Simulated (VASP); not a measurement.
# Tl (P6_3/mmc) in VASP: notebook

Runs on Tl. Level: PBEsol. Tasks: single point, relaxation of volume and atoms at fixed shape.

All numbers are computed with VASP 6.6.1; they aren't measurements. Logs are shortened: lines on timing, memory, paths and dates and some standing lists are left out, and cuts for length are marked.

## Step 1: The cell of the first run

Symmetry: P6_3/mmc, No. 194, hexagonal system. The conventional cell has a = 3.459 Å, b = 3.459 Å, c = 5.529 Å, α = 90.00°, β = 90.00°, γ = 120.00°. Tl (site symmetry -6m2) has 12 Tl at 3.41 to 3.46 Å within 4.5 Å.

## Step 2: Single point, PBEsol

The input, INCAR:

```
SYSTEM = Tl
PREC     = Accurate       ! precision mode
ENCUT    = 520            ! plane-wave cutoff, eV
EDIFF    = 1E-7           ! SCF threshold, eV
ISMEAR   = -1             ! smearing method
SIGMA    = 0.05           ! smearing width, eV
LREAL    = .FALSE.        ! projectors in reciprocal space
LASPH    = .TRUE.         ! aspherical terms in the spheres
NELM     = 100            ! most SCF steps
ALGO     = Normal         ! electronic algorithm
ISIF     = 2              ! what is computed and relaxed
LWAVE    = .FALSE.        ! write WAVECAR
LCHARG   = .TRUE.         ! write CHGCAR
GGA      = PS             ! functional
LELF     = .TRUE.         ! ELF
LVHAR    = .TRUE.       
NBANDS   = 20             ! bands
```

The input, KPOINTS:

```
Automatic mesh
0
G
  7 7 4
  0 0 0
```

The input, POSCAR:

```
Tl
1.0
    3.4586240786      0.0000000000      0.0000000000
   -1.7293120393      2.9952563142      0.0000000000
    0.0000000000      0.0000000000      5.5291985389
Tl
2
Direct
    0.3333333333      0.6666666667      0.2500000000
    0.6666666667      0.3333333333      0.7500000000
```

Potentials or basis: VASP PAW PBE potentials, release 64 (Tl_d).

On the command line:

```console
$ cat potpaw_PBE.64/Tl_d/POTCAR > POTCAR
$ mpirun -np 1 vasp_std > vasp.out
```

OUTCAR:

```text
SYSTEM = Tl
   PREC = Accurate
   ENCUT = 520
   EDIFF = 1E-7
   ISMEAR = -1
   LREAL = .FALSE.
   LASPH = .TRUE.
   NELM = 100
   ISIF = 2
   GGA = PS

 ion  position               nearest neighbor table
   1  0.333  0.667  0.250-   2 3.41   2 3.41   2 3.41   2 3.41   2 3.41   2 3.41
   2  0.667  0.333  0.750-   1 3.41   1 3.41   1 3.41   1 3.41   1 3.41   1 3.41

  LATTYP: Found a hexagonal cell.
 ALAT       =     3.4586240786
 C/A-ratio  =     1.5986699951

  Lattice vectors:

 A1 = (   3.4586240786,   0.0000000000,   0.0000000000)
 A2 = (  -1.7293120393,   2.9952563142,   0.0000000000)
 A3 = (   0.0000000000,   0.0000000000,   5.5291985389)

Analysis of symmetry for initial positions (statically):
=====================================================================
 Subroutine PRICEL returns:
 Original cell was already a primitive cell.

 Routine SETGRP: Setting up the symmetry group for a
 hexagonal supercell.

 Subroutine GETGRP returns: Found 24 space group operations
 (whereof 12 operations were pure point group operations)
 out of a pool of 24 trial point group operations.

The static configuration has the point symmetry D_3d.
 The point group associated with its full space group is D_6h.

Analysis of symmetry for dynamics (positions and initial velocities):
=====================================================================
 Subroutine PRICEL returns:
 Original cell was already a primitive cell.

 Routine SETGRP: Setting up the symmetry group for a
 hexagonal supercell.

 Subroutine GETGRP returns: Found 24 space group operations
 (whereof 12 operations were pure point group operations)
 out of a pool of 24 trial point group operations.

The dynamic configuration has the point symmetry D_3d.
 The point group associated with its full space group is D_6h.

 Subroutine INISYM returns: Found 24 space group operations
 (whereof 12 operations are pure point group operations),
 and found     1 'primitive' translations

----------------------------------------------------------------------------------------

                                     Primitive cell

  volume of cell :      57.2795

  direct lattice vectors                    reciprocal lattice vectors
     3.458624079  0.000000000  0.000000000     0.289132319  0.166930622  0.000000000
    -1.729312039  2.995256314  0.000000000     0.000000000  0.333861244  0.000000000
     0.000000000  0.000000000  5.529198539     0.000000000  0.000000000  0.180858038

  length of vectors
     3.458624079  3.458624079  5.529198539     0.333861244  0.333861244  0.180858038

  position of ions in fractional coordinates (direct lattice)
     0.333333333  0.666666667  0.250000000
     0.666666667  0.333333333  0.750000000

  ion indices of the primitive-cell ions
   primitive index   ion index
                 1           1
                 2           2

----------------------------------------------------------------------------------------

 KPOINTS: Automatic mesh

Automatic generation of k-mesh.
 Grid dimensions read from file:
 generate k-points for:    7    7    4

 Generating k-lattice:

  Cartesian coordinates                     Fractional coordinates (reciprocal lattice)
     0.041304617  0.023847232  0.000000000     0.142857143  0.000000000  0.000000000
     0.000000000  0.047694463  0.000000000     0.000000000  0.142857143  0.000000000
     0.000000000  0.000000000  0.045214510     0.000000000  0.000000000  0.250000000

  Length of vectors
     0.047694463  0.047694463  0.045214510

  Shift w.r.t. Gamma in fractional coordinates (k-lattice)
     0.000000000  0.000000000  0.000000000

 Subroutine IBZKPT returns following result:
 ===========================================

 Found     24 irreducible k-points:

 Following reciprocal coordinates:
            Coordinates               Weight
  0.000000  0.000000  0.000000      1.000000
  0.142857  0.000000  0.000000      6.000000
  0.285714  0.000000  0.000000      6.000000
  0.428571  0.000000  0.000000      6.000000
  0.142857  0.142857  0.000000      6.000000
  0.285714  0.142857  0.000000     12.000000
[... 16 lines left out ...]
  0.428571  0.142857  0.500000      6.000000
  0.285714  0.285714  0.500000      6.000000
   k-points           NKPTS =     24   k-points in BZ     NKDIM =     24   number of bands    NBANDS=     20
   number of dos      NEDOS =    301   number of ions     NIONS =      2
   total plane-waves  NPLWV =  32928
   dimension x,y,z NGX =    28 NGY =   28 NGZ =   42
   dimension x,y,z NGXF=    56 NGYF=   56 NGZF=   84
   ions per type =               2
   NGX,Y,Z   is equivalent  to a cutoff of  13.46, 13.46, 12.63 a.u.
   NGXF,Y,Z  is equivalent  to a cutoff of  26.92, 26.92, 25.26 a.u.
 SYSTEM =  Tl
   PREC   = accura    normal or accurate (medium, high low for compatibility)
   ISTART =      0    job   : 0-new  1-cont  2-samecut
   ICHARG =      2    charge: 1-file 2-atom 10-const
   ISPIN  =      1    spin polarized calculation?
   LNONCOLLINEAR =      F non collinear calculations
   LSORBIT =      F    spin-orbit coupling
   LASPH  =      T    aspherical Exc in radial PAW
   ENCUT  =  520.0 eV  38.22 Ry    6.18 a.u.   6.43  6.43 10.28*2*pi/ulx,y,z
   NELM   =    100;   NELMIN=  2; NELMDL= -5     # of ELM steps
   EDIFF  = 0.1E-06   stopping-criterion for ELM
   LREAL  =      F    real-space projection
   EDIFFG = 0.1E-05   stopping-criterion for IOM
   NSW    =      0    number of steps for IOM
   IBRION =     -1    ionic relax: 0-MD 1-quasi-New 2-CG
   NFREE  =      0    steps in history (QN), initial steepest desc. (CG)
   ISIF   =      2    stress and relaxation
   ISYM   =      2    0-nonsym 1-usesym 2-fastsym
   POTIM  = 0.5000    time-step for ionic-motion
   TEBEG  =    0.0;   TEEND  =   0.0 temperature during run
   PSTRESS=    0.0 pullay stress
   NELECT =      26.0000    total number of electrons
   NUPDOWN=      -1.0000    fix difference up-down
   EMIN   =  10.00;   EMAX   =-10.00  energy-range for DOS
   EFERMI =   0.00;   METHOD = LEGACY
   ISMEAR =    -1;   SIGMA  =   0.05  broadening in eV -4-tet -1-fermi 0-gaus
   EFERMI_NEDOS =   21; number of points for ismear=-14 and -15
   IALGO  =     38    algorithm
   IMIX   =      4    mixing-type and parameters
     AMIX     =   0.40;   BMIX     =  1.00
     AMIX_MAG =   1.60;   BMIX_MAG =  1.00
  volume/ion in A,a.u.               =      28.64       193.27
  Fermi-wavevector in a.u.,A,eV,Ry     =   1.258151  2.377561 21.537260  1.582944
  Thomas-Fermi vector in A             =   2.391775
   LORBIT       =      0    0 simple, 1 ext, 2 COOP (PROOUT), +10 PAW based schemes
   GGA     = PS    functional components
   LHFCALC =     F    Hartree Fock is set to
   AEXX    =    0.0000 exact exchange contribution
   IVDW    =     0    specifies the selected vdW correction
   LEPSILON=     F    determine dielectric tensor
   LRPA    =     F    only Hartree local field effects (RPA)
 non-spin polarized calculation
  energy-cutoff  :      520.00
  volume of cell :       57.28
 maximum number of plane-waves:      1561
 NGX is ok and might be reduce to    28
   NGX = 13   NGY = 13   NGZ = 21

 number of electron      26.0000004 magnetization

 Free energy of the ion-electron system (eV)
  ---------------------------------------------------
  ext. energy  EPLUGINS =         0.00000000
  ---------------------------------------------------
  free energy    TOTEN  =        -5.19759288 eV

  energy without entropy =       -5.18241110  energy(sigma->0) =       -5.19000199

 E-fermi :   6.3779     XC(G=0): -10.3600

 val. band max:        6.2225642768   @ k =   0.1429   0.0000   0.2500
 cond. band min:       6.3963871018   @ k =   0.4286   0.0000   0.2500
 fundamental gap:      0.1738228249
 Fermi energy:         6.3779222138

 k-point     1 :       0.0000    0.0000    0.0000
  band No.  band energies     occupation
      1      -5.3836      2.00000
      2      -5.1558      2.00000
      3      -5.1134      2.00000
      4      -5.1134      2.00000
      5      -5.0595      2.00000
      6      -5.0595      2.00000
[... 12 lines left out ...]
     19      17.1578      0.00000
     20      17.2554      0.00000

 k-point     2 :       0.1429    0.0000    0.0000
  band No.  band energies     occupation
      1      -5.3339      2.00000
      2      -5.1894      2.00000
      3      -5.0791      2.00000
      4      -5.0662      2.00000
      5      -5.0526      2.00000
      6      -5.0371      2.00000
[... 12 lines left out ...]
     19      16.8214      0.00000
     20      18.3234      0.00000

 k-point     3 :       0.2857    0.0000    0.0000
  band No.  band energies     occupation
      1      -5.3950      2.00000
      2      -5.2057      2.00000
      3      -5.1855      2.00000
      4      -5.1260      2.00000
      5      -5.0491      2.00000
      6      -4.8814      2.00000
[... 12 lines left out ...]
     19      15.6894      0.00000
     20      17.0146      0.00000

 k-point     4 :       0.4286    0.0000    0.0000
  band No.  band energies     occupation
      1      -5.4787      2.00000
      2      -5.3319      2.00000
      3      -5.2467      2.00000
      4      -5.1786      2.00000
      5      -4.9644      2.00000
      6      -4.9522      2.00000
[... 12 lines left out ...]
     19      14.7135      0.00000
     20      16.2248      0.00000

 k-point     5 :       0.1429    0.1429    0.0000
  band No.  band energies     occupation
      1      -5.2798      2.00000
      2      -5.2439      2.00000
      3      -5.1591      2.00000
      4      -5.1122      2.00000
      5      -5.0357      2.00000
      6      -4.9800      2.00000
[... 12 lines left out ...]
     19      16.3211      0.00000
     20      17.2825      0.00000
[... 353 lines left out ...]
      6      -5.0146      2.00000
[... 12 lines left out ...]
     19      17.5875      0.00000
     20      17.5875      0.00000

 k-point    22 :       0.2857    0.1429    0.5000
  band No.  band energies     occupation
      1      -5.3262      2.00000
      2      -5.3262      2.00000
      3      -5.1814      2.00000
      4      -5.1814      2.00000
      5      -4.9577      2.00000
      6      -4.9577      2.00000
[... 12 lines left out ...]
     19      17.5149      0.00000
     20      17.5149      0.00000

 k-point    23 :       0.4286    0.1429    0.5000
  band No.  band energies     occupation
      1      -5.3454      2.00000
      2      -5.3454      2.00000
      3      -5.2358      2.00000
      4      -5.2358      2.00000
      5      -4.9667      2.00000
      6      -4.9667      2.00000
[... 12 lines left out ...]
     19      16.7503      0.00000
     20      16.7503      0.00000

 k-point    24 :       0.2857    0.2857    0.5000
  band No.  band energies     occupation
      1      -5.3181      2.00000
      2      -5.3181      2.00000
      3      -5.0851      2.00000
      4      -5.0851      2.00000
      5      -4.9877      2.00000
      6      -4.9877      2.00000
[... 12 lines left out ...]
     19      17.5170      0.00000
     20      17.5170      0.00000

------------------------ aborting loop because EDIFF is reached ----------------------------------------

  FORCE on cell =-STRESS in cart. coord.  units (eV):
  Direction    XX          YY          ZZ          XY          YZ          ZX
  --------------------------------------------------------------------------------------
  -------------------------------------------------------------------------------------
  Total       -0.1657116     -0.1657116      0.2698791     -0.0000000      0.0000000      0.0000000
  in kB       -4.6351516     -4.6351516      7.5488416     -0.0000000      0.0000000      0.0000000
  external PRESSURE =      -0.5738205 kB  Pullay stress =       0.0000000 kB

 VOLUME and BASIS-vectors are now :
 -----------------------------------------------------------------------------
  energy-cutoff  :      520.00
  volume of cell :       57.28
      direct lattice vectors                 reciprocal lattice vectors
     3.458624079  0.000000000  0.000000000     0.289132319  0.166930622  0.000000000
    -1.729312039  2.995256314  0.000000000     0.000000000  0.333861244  0.000000000
     0.000000000  0.000000000  5.529198539     0.000000000  0.000000000  0.180858038

 POSITION                                       TOTAL-FORCE (eV/Angst)
 -----------------------------------------------------------------------------------
     -0.00000      1.99684      1.38230         0.000000     -0.000000      0.000000
      1.72931      0.99842      4.14690        -0.000000      0.000000      0.000000
 -----------------------------------------------------------------------------------
    total drift:                               -0.000000      0.000000     -0.000000

  FREE ENERGIE OF THE ION-ELECTRON SYSTEM (eV)
  ---------------------------------------------------
  free  energy   TOTEN  =        -5.1975928831 eV

  energy  without entropy=       -5.1824111022  energy(sigma->0) =       -5.19000199
```

Wall time 27 s (1 thread of Intel Xeon Platinum 8488C (Sapphire Rapids), shared host); peak memory 0.18 GiB.

Results:

| Property | Result |
| --- | --- |
| Free energy | -5.1976 eV |
| Pressure | -0.1 GPa |
| Band gap on the k mesh | zero (band 13 reaches 9.83 eV, above the bottom of band 14 at 4.42 eV) |

Caveat: the PAW data sets were made with another functional, which shifts forces and pressure a little; spin-orbit coupling is left out, which moves the levels of the heavy elements.

## Step 3: Relaxation of volume and atoms at fixed shape, PBEsol

This run uses another cell than the first one, of 28.57 Å³/atom, 0.998 times its volume.

The input, INCAR:

```
SYSTEM = Tl
PREC     = Accurate       ! precision mode
ENCUT    = 600            ! plane-wave cutoff, eV
EDIFF    = 1E-6           ! SCF threshold, eV
ISMEAR   = -1             ! smearing method
SIGMA    = 0.05           ! smearing width, eV
LREAL    = .FALSE.        ! projectors in reciprocal space
LASPH    = .TRUE.         ! aspherical terms in the spheres
NELM     = 60             ! most SCF steps
ALGO     = Normal         ! electronic algorithm
ISIF     = 8              ! what is computed and relaxed
LWAVE    = .FALSE.        ! write WAVECAR
LCHARG   = .FALSE.        ! write CHGCAR
GGA      = PS             ! functional
IBRION   = 2              ! ionic algorithm
NSW      = 80             ! ionic steps
EDIFFG   = -0.01          ! ionic threshold
```

The input, KPOINTS:

```
regular mesh
0
G
  7 7 4
  0 0 0
```

The input, POSCAR:

```
Tl
1.0
    3.4560000000      0.0000000000      0.0000000000
   -1.7280000000      2.9929800000      0.0000000000
    0.0000000000      0.0000000000      5.5250000000
Tl
2
Direct
    0.3333333333      0.6666666667      0.2500000000
    0.6666666667      0.3333333333      0.7500000000
```

Potentials or basis: VASP PAW PBE potentials, release 64 (Tl_d).

On the command line:

```console
$ cat potpaw_PBE.64/Tl_d/POTCAR > POTCAR
$ mpirun -np 1 vasp_std > vasp.out
```

OUTCAR:

```text
SYSTEM = Tl
   PREC = Accurate
   ENCUT = 600
   EDIFF = 1E-6
   ISMEAR = -1
   LREAL = .FALSE.
   LASPH = .TRUE.
   NELM = 60
   ISIF = 8
   GGA = PS
   IBRION = 2
   NSW = 80
   EDIFFG = -0.01

 ion  position               nearest neighbor table
   1  0.333  0.667  0.250-   2 3.41   2 3.41   2 3.41   2 3.41   2 3.41   2 3.41
   2  0.667  0.333  0.750-   1 3.41   1 3.41   1 3.41   1 3.41   1 3.41   1 3.41

  LATTYP: Found a hexagonal cell.
 ALAT       =     3.4560000000
 C/A-ratio  =     1.5986689815

  Lattice vectors:

 A1 = (   3.4560000000,   0.0000000000,   0.0000000000)
 A2 = (  -1.7280000000,   2.9929800000,   0.0000000000)
 A3 = (   0.0000000000,   0.0000000000,   5.5250000000)

Analysis of symmetry for initial positions (statically):
=====================================================================
 Subroutine PRICEL returns:
 Original cell was already a primitive cell.

 Routine SETGRP: Setting up the symmetry group for a
 hexagonal supercell.

[... 210 lines left out ...]
  free energy    TOTEN  =        -5.19771183 eV

  energy without entropy =       -5.18252971  energy(sigma->0) =       -5.19012077

 E-fermi :   6.3773     XC(G=0): -10.3598

 val. band max:        6.2219683534   @ k =   0.1429   0.0000   0.2500
 cond. band min:       6.3958043023   @ k =   0.4286   0.0000   0.2500
 fundamental gap:      0.1738359488
 Fermi energy:         6.3773220216

 k-point     1 :       0.0000    0.0000    0.0000
  band No.  band energies     occupation
      1      -5.3839      2.00000
      2      -5.1562      2.00000
      3      -5.1138      2.00000
      4      -5.1138      2.00000
      5      -5.0600      2.00000
      6      -5.0600      2.00000
[... 457 lines left out ...]
      4      -5.0855      2.00000
      5      -4.9881      2.00000
      6      -4.9881      2.00000
[... 9 lines left out ...]
     16       7.2917      0.00000
     17      13.6440      0.00000

------------------------ aborting loop because EDIFF is reached ----------------------------------------

  FORCE on cell =-STRESS in cart. coord.  units (eV):
  Direction    XX          YY          ZZ          XY          YZ          ZX
  --------------------------------------------------------------------------------------
  -------------------------------------------------------------------------------------
  Total       -0.1498389     -0.1498385      0.2839633      0.0000000      0.0000000      0.0000000
  in kB       -4.1909875     -4.1909769      7.9424386      0.0000000      0.0000000      0.0000000
  external PRESSURE =      -0.1465086 kB  Pullay stress =       0.0000000 kB

 VOLUME and BASIS-vectors are now :
 -----------------------------------------------------------------------------
  energy-cutoff  :      600.00
  volume of cell :       57.28
      direct lattice vectors                 reciprocal lattice vectors
     3.458677596  0.000000000  0.000000000     0.289127845  0.166928251  0.000000000
    -1.729338798  2.995298863  0.000000000     0.000000000  0.333856502  0.000000000
     0.000000000  0.000000000  5.529280590     0.000000000  0.000000000  0.180855354

 POSITION                                       TOTAL-FORCE (eV/Angst)
 -----------------------------------------------------------------------------------
     -0.00000      1.99687      1.38232        -0.000000     -0.000000      0.000000
      1.72934      0.99843      4.14696         0.000000      0.000000      0.000000
 -----------------------------------------------------------------------------------
    total drift:                               -0.000000      0.000000      0.000000

  FREE ENERGIE OF THE ION-ELECTRON SYSTEM (eV)
  ---------------------------------------------------
  free  energy   TOTEN  =        -5.1977118286 eV

  energy  without entropy=       -5.1825297071  energy(sigma->0) =       -5.19012077

 reached required accuracy - stopping structural energy minimisation
```

It took 42 s on 1 thread of Intel Xeon Platinum 8488C (Sapphire Rapids), shared host; peak memory 0.2 GiB.

Results:

```
Free energy                            : -5.1977 eV
Relaxed volume                         : 28.64 Å³/atom
Relaxed cell                           : a = 3.459 Å, b = 3.459 Å, c = 5.529 Å, α = 90.00°, β = 90.00°, γ = 120.00°
Space group after relaxing (to 0.05 Å) : P6_3/mmc (No. 194)
Energy gained by relaxing              : 0.0 meV/atom
Ionic steps                            : 2
Pressure after relaxing                : 0.0 GPa
Band gap on the k mesh                 : zero (band 13 reaches 9.83 eV, above the bottom of band 14 at 4.42 eV)
```

Final structure:
```
Tl
1.0
     3.45868    0.00000    0.00000
    -1.72934    2.99530    0.00000
     0.00000    0.00000    5.52928
Tl
2
Direct
  0.33333 0.66667 0.25000
  0.66667 0.33333 0.75000
```

Caveat: the PAW data sets were made with another functional, which shifts forces and pressure a little; spin-orbit coupling is left out, which moves the levels of the heavy elements.
